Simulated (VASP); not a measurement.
# Mo (P6/mmm) in VASP: notebook, part 2 of 2

VASP 6.6.1. The steps go on from the part before.

**4. Single point, LDA (strain -0.030 along x and y, +0.000 along z)**

Input file INCAR:

```
SYSTEM = Mo
ALGO = Fast ; EDIFF = 1E-7
ENCUT = 520 ; ISIF = 2
ISMEAR = 0 ; LASPH = .TRUE.
LCHARG = .FALSE. ; LREAL = .FALSE.
LWAVE = .FALSE. ; NBANDS = 13
NELM = 80 ; PREC = Accurate
SIGMA = 0.15
```

Input file KPOINTS:

```
k-points
0
G
  18 18 18
  0 0 0
```

Input file POSCAR:

```
Mo
1.0
    2.6534450853      0.0000000000      0.0000000000
   -1.3267225426      2.2979508514      0.0000000000
    0.0000000000      0.0000000000      2.5551807000
Mo
1
Direct
    0.0000000000      0.0000000000      0.5000000000
```

Potentials or basis: VASP PAW LDA potentials, release 64 (Mo_sv).

Command:

```console
> cat potpaw_LDA.64/Mo_sv/POTCAR > POTCAR
> mpirun -np 1 vasp_std > vasp.out
```

OUTCAR:

```text
SYSTEM = Mo
   EDIFF = 1E-7
   ENCUT = 520
   ISIF = 2
   ISMEAR = 0
   LASPH = .TRUE.
   LREAL = .FALSE.
   NELM = 80
   PREC = Accurate

 ion  position               nearest neighbor table
   1  0.000  0.000  0.500-

  LATTYP: Found a hexagonal cell.
 ALAT       =     2.6534450853
 C/A-ratio  =     0.9629672437

  Lattice vectors:

 A1 = (   2.6534450853,   0.0000000000,   0.0000000000)
 A2 = (  -1.3267225426,   2.2979508514,   0.0000000000)
 A3 = (   0.0000000000,   0.0000000000,   2.5551807000)

Analysis of symmetry for initial positions (statically):
=====================================================================
 Subroutine PRICEL returns:
 Original cell was already a primitive cell.

 Routine SETGRP: Setting up the symmetry group for a
 hexagonal supercell.

 Subroutine GETGRP returns: Found 24 space group operations
 (whereof 24 operations were pure point group operations)
 out of a pool of 24 trial point group operations.

The static configuration has the point symmetry D_6h.

Analysis of symmetry for dynamics (positions and initial velocities):
=====================================================================
 Subroutine PRICEL returns:
 Original cell was already a primitive cell.

 Routine SETGRP: Setting up the symmetry group for a
 hexagonal supercell.

 Subroutine GETGRP returns: Found 24 space group operations
 (whereof 24 operations were pure point group operations)
 out of a pool of 24 trial point group operations.

The dynamic configuration has the point symmetry D_6h.

 Subroutine INISYM returns: Found 24 space group operations
 (whereof 24 operations are pure point group operations),
 and found     1 'primitive' translations

----------------------------------------------------------------------------------------

                                     Primitive cell

  volume of cell :      15.5802

  direct lattice vectors                    reciprocal lattice vectors
     2.653445085  0.000000000  0.000000000     0.376868549  0.217585158  0.000000000
    -1.326722543  2.297950851  0.000000000     0.000000000  0.435170317  0.000000000
     0.000000000  0.000000000  2.555180700     0.000000000  0.000000000  0.391361754

  length of vectors
     2.653445085  2.653445085  2.555180700     0.435170317  0.435170317  0.391361754

  position of ions in fractional coordinates (direct lattice)
     0.000000000  0.000000000  0.500000000

  ion indices of the primitive-cell ions
   primitive index   ion index
                 1           1

----------------------------------------------------------------------------------------

 KPOINTS: k-points

Automatic generation of k-mesh.
 Grid dimensions read from file:
 generate k-points for:   18   18   18

 Generating k-lattice:

  Cartesian coordinates                     Fractional coordinates (reciprocal lattice)
     0.020937142  0.012088064  0.000000000     0.055555556 -0.000000000  0.000000000
     0.000000000  0.024176129  0.000000000     0.000000000  0.055555556  0.000000000
     0.000000000  0.000000000  0.021742320     0.000000000  0.000000000  0.055555556

  Length of vectors
     0.024176129  0.024176129  0.021742320

  Shift w.r.t. Gamma in fractional coordinates (k-lattice)
     0.000000000  0.000000000  0.000000000

 Subroutine IBZKPT returns following result:
 ===========================================

 Found    370 irreducible k-points:

 Following reciprocal coordinates:
            Coordinates               Weight
  0.000000  0.000000  0.000000      1.000000
  0.055556  0.000000  0.000000      6.000000
  0.111111  0.000000  0.000000      6.000000
  0.166667  0.000000  0.000000      6.000000
  0.222222  0.000000  0.000000      6.000000
  0.277778  0.000000  0.000000      6.000000
[... 16 lines left out ...]
  0.333333  0.111111  0.000000     12.000000
  0.388889  0.111111  0.000000     12.000000
 [... further k-points ...]
   k-points           NKPTS =    370   k-points in BZ     NKDIM =    370   number of bands    NBANDS=     13
   number of dos      NEDOS =    301   number of ions     NIONS =      1
   total plane-waves  NPLWV =   8000
   dimension x,y,z NGX =    20 NGY =   20 NGZ =   20
   dimension x,y,z NGXF=    40 NGYF=   40 NGZF=   40
   ions per type =               1
   NGX,Y,Z   is equivalent  to a cutoff of  12.53, 12.53, 13.01 a.u.
   NGXF,Y,Z  is equivalent  to a cutoff of  25.06, 25.06, 26.02 a.u.
 SYSTEM =  Mo
   PREC   = accura    normal or accurate (medium, high low for compatibility)
   ISTART =      0    job   : 0-new  1-cont  2-samecut
   ICHARG =      2    charge: 1-file 2-atom 10-const
   ISPIN  =      1    spin polarized calculation?
   LNONCOLLINEAR =      F non collinear calculations
   LSORBIT =      F    spin-orbit coupling
   LASPH  =      T    aspherical Exc in radial PAW
   ENCUT  =  520.0 eV  38.22 Ry    6.18 a.u.   4.93  4.93  4.75*2*pi/ulx,y,z
   NELM   =     80;   NELMIN=  2; NELMDL= -5     # of ELM steps
   EDIFF  = 0.1E-06   stopping-criterion for ELM
   LREAL  =      F    real-space projection
   EDIFFG = 0.1E-05   stopping-criterion for IOM
   NSW    =      0    number of steps for IOM
   IBRION =     -1    ionic relax: 0-MD 1-quasi-New 2-CG
   NFREE  =      0    steps in history (QN), initial steepest desc. (CG)
   ISIF   =      2    stress and relaxation
   ISYM   =      2    0-nonsym 1-usesym 2-fastsym
   POTIM  = 0.5000    time-step for ionic-motion
   TEBEG  =    0.0;   TEEND  =   0.0 temperature during run
   PSTRESS=    0.0 pullay stress
   NELECT =      14.0000    total number of electrons
   NUPDOWN=      -1.0000    fix difference up-down
   EMIN   =  10.00;   EMAX   =-10.00  energy-range for DOS
   EFERMI =   0.00;   METHOD = LEGACY
   ISMEAR =     0;   SIGMA  =   0.15  broadening in eV -4-tet -1-fermi 0-gaus
   EFERMI_NEDOS =   21; number of points for ismear=-14 and -15
   IALGO  =     68    algorithm
   IMIX   =      4    mixing-type and parameters
     AMIX     =   0.40;   BMIX     =  1.00
     AMIX_MAG =   1.60;   BMIX_MAG =  1.00
  volume/ion in A,a.u.               =      15.58       105.14
  Fermi-wavevector in a.u.,A,eV,Ry     =   1.579768  2.985329 33.955617  2.495667
  Thomas-Fermi vector in A             =   2.680097
   LORBIT       =      0    0 simple, 1 ext, 2 COOP (PROOUT), +10 PAW based schemes
   GGA     = CA    functional components
   LHFCALC =     F    Hartree Fock is set to
   AEXX    =    0.0000 exact exchange contribution
   IVDW    =     0    specifies the selected vdW correction
   LEPSILON=     F    determine dielectric tensor
   LRPA    =     F    only Hartree local field effects (RPA)
 non-spin polarized calculation
 RMM-DIIS sequential band-by-band and
 Gauss-broadening in eV      SIGMA  =   0.15
  energy-cutoff  :      520.00
  volume of cell :       15.58
 maximum number of plane-waves:       438
 NGX is ok and might be reduce to    20
   NGX =  9   NGY =  9   NGZ =  9

 number of electron      13.9999997 magnetization

 Free energy of the ion-electron system (eV)
  ---------------------------------------------------
  ext. energy  EPLUGINS =         0.00000000
  ---------------------------------------------------
  free energy    TOTEN  =       -11.20103449 eV

  energy without entropy =      -11.19288841  energy(sigma->0) =      -11.19696145

 E-fermi :  12.4259     XC(G=0): -13.5252

 val. band max:       12.4181828261   @ k =   0.2778   0.0556   0.2778
 cond. band min:      12.4301794859   @ k =   0.3333  -0.0000   0.5000
 fundamental gap:      0.0119966597
 Fermi energy:        12.4259499111

 k-point     1 :       0.0000    0.0000    0.0000
  band No.  band energies     occupation
      1     -48.3359      2.00000
      2     -21.7096      2.00000
      3     -21.5643      2.00000
      4     -21.5643      2.00000
      5       5.4238      2.00000
      6       7.7736      2.00000
      7      11.4025      2.00000
      8      11.4025      2.00000
      9      16.7535      0.00000
     10      16.7535      0.00000
     11      25.6529      0.00000
     12      27.8454      0.00000
     13      33.9701      0.00000
[... 353 lines left out ...]
 k-point    24 :       0.3889    0.1111    0.0000
  band No.  band energies     occupation
      1     -48.0102      2.00000
      2     -23.2755      2.00000
      3     -22.1151      2.00000
      4     -21.4892      2.00000
      5       7.6301      2.00000
      6       9.2675      2.00000
      7      12.7580      0.00174
      8      13.1451      0.00000
      9      15.6102      0.00000
     10      17.9019      0.00000
     11      23.5001      0.00000
     12      25.7175      0.00000
     13      29.9242      0.00000

 [... further k-points ...]

------------------------ aborting loop because EDIFF is reached ----------------------------------------

  FORCE on cell =-STRESS in cart. coord.  units (eV):
  Direction    XX          YY          ZZ          XY          YZ          ZX
  --------------------------------------------------------------------------------------
  -------------------------------------------------------------------------------------
  Total        1.4120496      1.4120496     -0.5258425      0.0000000      0.0000000      0.0000000
  in kB      145.2071729    145.2071729    -54.0746640      0.0000000      0.0000000      0.0000000
  external PRESSURE =      78.7798939 kB  Pullay stress =       0.0000000 kB

 VOLUME and BASIS-vectors are now :
 -----------------------------------------------------------------------------
  energy-cutoff  :      520.00
  volume of cell :       15.58
      direct lattice vectors                 reciprocal lattice vectors
     2.653445085  0.000000000  0.000000000     0.376868549  0.217585158  0.000000000
    -1.326722543  2.297950851  0.000000000     0.000000000  0.435170317  0.000000000
     0.000000000  0.000000000  2.555180700     0.000000000  0.000000000  0.391361754

 POSITION                                       TOTAL-FORCE (eV/Angst)
 -----------------------------------------------------------------------------------
      0.00000      0.00000      1.27759        -0.000000      0.000000      0.000000
 -----------------------------------------------------------------------------------
    total drift:                               -0.000000     -0.000000      0.000000

  FREE ENERGIE OF THE ION-ELECTRON SYSTEM (eV)
  ---------------------------------------------------
  free  energy   TOTEN  =       -11.2010344929 eV

  energy  without entropy=      -11.1928884074  energy(sigma->0) =      -11.19696145
```

OSZICAR:

```text
N       E                     dE             d eps       ncg     rms          rms(c)
DAV:   1     0.115457990106E+03    0.11546E+03   -0.90333E+03  9676   0.113E+03
DAV:   2    -0.101958432523E+02   -0.12565E+03   -0.12123E+03 10500   0.342E+02
DAV:   3    -0.116881801815E+02   -0.14923E+01   -0.14886E+01 11230   0.393E+01
DAV:   4    -0.116927332200E+02   -0.45530E-02   -0.45530E-02 10895   0.239E+00
DAV:   5    -0.116927698569E+02   -0.36637E-04   -0.36638E-04 11435   0.185E-01    0.160E+01
RMM:   6    -0.112680062157E+02    0.42476E+00   -0.46850E-01  9622   0.663E+00    0.521E+00
RMM:   7    -0.112050037834E+02    0.63002E-01   -0.12515E-01  9877   0.330E+00    0.715E-01
RMM:   8    -0.112009712635E+02    0.40325E-02   -0.81379E-03 10626   0.104E+00    0.755E-02
RMM:   9    -0.112010242338E+02   -0.52970E-04   -0.93054E-04 10827   0.345E-01    0.653E-02
RMM:  10    -0.112010351362E+02   -0.10902E-04   -0.12134E-04 10822   0.135E-01    0.260E-02
RMM:  11    -0.112010339773E+02    0.11588E-05   -0.42483E-05 10913   0.743E-02    0.126E-02
RMM:  12    -0.112010343747E+02   -0.39742E-06   -0.60319E-06 11046   0.300E-02    0.370E-03
RMM:  13    -0.112010344635E+02   -0.88743E-07   -0.13806E-06  9420   0.117E-02    0.980E-04
RMM:  14    -0.112010344929E+02   -0.29441E-07   -0.21906E-07  6828   0.397E-03
   1 F= -.11201034E+02 E0= -.11196961E+02  d E =-.814609E-02
```

Wall time 27 s (1 thread of AMD EPYC 9R45 (Zen 5), shared host); peak memory 0.14 GiB.

What came out:

```
Free energy            : -11.2010 eV
Pressure               : 7.9 GPa
Band gap on the k mesh : zero (bands 7 and 8 overlap by 1.97 eV)
```

Levels at points of the mesh, in eV from the Fermi level:
```csv
k point,band 4,band 5,band 6,band 7,band 8,band 9,band 10,band 11
"(0.00, 0.00, 0.00)",-33.99,-7.00,-4.65,-1.02,-1.02,4.33,4.33,13.23
"(0.50, 0.00, 0.00)",-33.92,-5.39,-3.14,0.52,1.39,3.51,5.02,11.26
"(0.00, 0.00, 0.50)",-33.83,-4.08,-0.25,-0.25,-0.12,1.13,1.13,10.15
"(0.50, 0.00, 0.50)",-34.23,-5.82,-3.97,-0.32,5.34,6.37,6.48,7.81
```

Caveat: the cell differs from its parent crystal (strain -0.030 along x and y, +0.000 along z); the cell stands under pressure.

**5. Single point, LDA (strain -0.015 along x and y, -0.030 along z)**

Input file INCAR:

```
PREC     = Accurate       # precision mode
ENCUT    = 520            # plane-wave cutoff, eV
EDIFF    = 1E-6           # SCF threshold, eV
ISMEAR   = 0              # smearing method
SIGMA    = 0.15           # smearing width, eV
LREAL    = F              # projectors in reciprocal space
LASPH    = T              # aspherical terms in the spheres
NELM     = 100            # most SCF steps
ALGO     = Fast           # electronic algorithm
ISIF     = 2              # what is computed and relaxed
LWAVE    = F              # write WAVECAR
LCHARG   = F              # write CHGCAR
GGA      = CA             # functional
NBANDS   = 13             # bands
```

Input file KPOINTS:

```
regular mesh
0
Gamma
  18 18 18
```

Input file POSCAR:

```
Mo
1.0
    2.6944777412      0.0000000000      0.0000000000
   -1.3472388706      2.3334861739      0.0000000000
    0.0000000000      0.0000000000      2.4785252790
Mo
1
Direct
    0.0000000000      0.0000000000      0.5000000000
```

Command:

```console
> cat potpaw_LDA.64/Mo_sv/POTCAR > POTCAR
> mpirun -np 1 vasp_std > vasp.out
```

Run time: 22 s. Hardware: 1 thread of AMD EPYC 9R45 (Zen 5), shared host; peak memory 0.14 GiB.

It converged, with:

```
Free energy            : -11.2355 eV
Pressure               : 7.1 GPa
Band gap on the k mesh : zero (bands 7 and 8 overlap by 2.26 eV)
```

Stress tensor (GPa, compression positive):
```
8.26 0.00 0.00
0.00 8.26 0.00
0.00 0.00 4.70
```

Levels at points of the mesh, in eV from the Fermi level:
```csv
k point,band 3,band 4,band 5,band 6,band 7,band 8,band 9,band 10,band 11,band 12
"(0.00, 0.00, 0.00)",-34.00,-33.80,-6.89,-4.61,-0.99,-0.99,4.60,4.60,13.00,16.72
"(0.50, 0.00, 0.00)",-34.37,-33.62,-5.22,-3.32,1.27,1.28,3.88,4.75,10.85,13.81
"(0.00, 0.00, 0.50)",-33.78,-33.78,-3.67,-0.02,-0.02,0.34,0.71,0.71,11.39,16.34
"(0.50, 0.00, 0.50)",-35.28,-34.13,-5.78,-3.50,-0.65,5.18,6.78,6.78,7.85,16.98
```

Caveat: the cell differs from its parent crystal (strain -0.015 along x and y, -0.030 along z); the cell stands under pressure.

**6. Single point, LDA (strain -0.030 along x and y, +0.015 along z)**

Input file INCAR:

```
SYSTEM = Mo
PREC = Accurate
ENCUT = 520
EDIFF = 1E-7
ISMEAR = 0
SIGMA = 0.15
LREAL = .FALSE.
LASPH = .TRUE.
NELM = 60
ALGO = Normal
ISIF = 2
LWAVE = .FALSE.
LCHARG = .FALSE.
GGA = CA
NBANDS = 13
```

Input file KPOINTS:

```
Automatic mesh
0
G
  18 18 18
  0 0 0
```

Input file POSCAR:

```
Mo
1.0
    2.6534450853      0.0000000000      0.0000000000
   -1.3267225426      2.2979508514      0.0000000000
    0.0000000000      0.0000000000      2.5935084105
Mo
1
Direct
    0.0000000000      0.0000000000      0.5000000000
```

Potentials or basis: VASP PAW LDA potentials, release 64 (Mo_sv).

Command:

```console
> cat potpaw_LDA.64/Mo_sv/POTCAR > POTCAR
> mpirun -np 1 vasp_std > vasp.out
```

Run time: 21 s. Hardware: 1 thread of AMD EPYC 9R45 (Zen 5), shared host; peak memory 0.15 GiB.

The run converged. Its results:

```
Free energy            : -11.1882 eV
Pressure               : 4.4 GPa
Band gap on the k mesh : zero (bands 7 and 8 overlap by 1.85 eV)
```

Stress tensor (GPa, compression positive):
```
 12.63   0.00   0.00
  0.00  12.63   0.00
  0.00   0.00 -12.15
```

Levels at points of the mesh, in eV from the Fermi level:
| k point | band 5 | band 6 | band 7 | band 8 | band 9 | band 10 |
| --- | --- | --- | --- | --- | --- | --- |
| (0.00, 0.00, 0.00) | -7.01 | -4.60 | -1.03 | -1.03 | 4.15 | 4.15 |
| (0.50, 0.00, 0.00) | -5.38 | -3.05 | 0.26 | 1.37 | 3.32 | 4.99 |
| (0.00, 0.00, 0.50) | -4.19 | -0.33 | -0.33 | -0.30 | 1.23 | 1.23 |
| (0.50, 0.00, 0.50) | -5.72 | -4.06 | -0.22 | 5.28 | 6.09 | 6.31 |

Caveat: the cell differs from its parent crystal (strain -0.030 along x and y, +0.015 along z); the cell stands under pressure.

**7. Overview**

| cell | gap on the mesh (eV) | pressure (GPa) |
| --- | --- | --- |
| a = 2.653, b = 2.653, c = 2.479 Å, angles 90.0, 90.0, 120.0°, 1 atom | none | 15.9 |
| a = 2.653, b = 2.653, c = 2.517 Å, angles 90.0, 90.0, 120.0°, 1 atom | none | 11.7 |
| a = 2.653, b = 2.653, c = 2.555 Å, angles 90.0, 90.0, 120.0°, 1 atom | none | 7.9 |
| a = 2.694, b = 2.694, c = 2.479 Å, angles 90.0, 90.0, 120.0°, 1 atom | none | 7.1 |
| a = 2.653, b = 2.653, c = 2.594 Å, angles 90.0, 90.0, 120.0°, 1 atom | none | 4.4 |

Alike in all rows: task single point; level LDA; potentials or basis VASP PAW LDA potentials, release 64 (Mo_sv); no spin polarisation; k mesh 18 × 18 × 18; cutoff (eV) 520; smearing gaussian 0.15 eV.

Caveats: the cell stands under pressure.

Absolute energies hang on the potentials; compare differences alone.
